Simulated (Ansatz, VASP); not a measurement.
# Two plane-wave programs on Be16N

```
Be N
1.0
    -2.29000   -3.96640    0.00000
     3.43500   -1.98320    0.00000
     0.00000    0.00000    7.17686
Be N
16 1
Direct
  0.74882 0.53622 0.01020
  0.50094 0.33646 0.25526
  0.74908 0.49438 0.49371
  0.50935 0.32860 0.74424
  0.50955 0.00465 0.00653
  0.24913 0.83479 0.25749
  0.50091 0.99678 0.49550
  0.24902 0.84702 0.73646
  0.24894 0.48588 0.01422
  0.99721 0.33644 0.25529
  0.24907 0.49846 0.49330
  0.98830 0.32871 0.74429
  0.98833 0.00434 0.00661
  0.74907 0.83875 0.25713
  0.99714 0.99671 0.49553
  0.74887 0.79693 0.74060
  0.24878 0.16635 0.87539
```

Alike in both runs: functional LDA; k mesh 5 × 5 × 3; occupations gaussian, width 0.15 eV; no spin polarisation.

Ansatz relaxed the structure, and its values are those at the end. VASP's run is a single point on that final structure, the one shown.

```csv
,VASP,Ansatz
version,VASP 6.6.1,Ansatz 0.2.0
potentials or method,"VASP PAW LDA potentials, release 64 (Be, N), cutoff 520 eV","scalar-relativistic, plane waves, PAW"
valence electrons in the cell,37,37
```

```csv
,VASP,Ansatz,Ansatz less VASP
rms of the force components (eV/Å),0.008,0.008,0.0000
```

LDA's correlation is that of Perdew and Zunger in VASP and of Perdew and Wang (1992) in Ansatz.
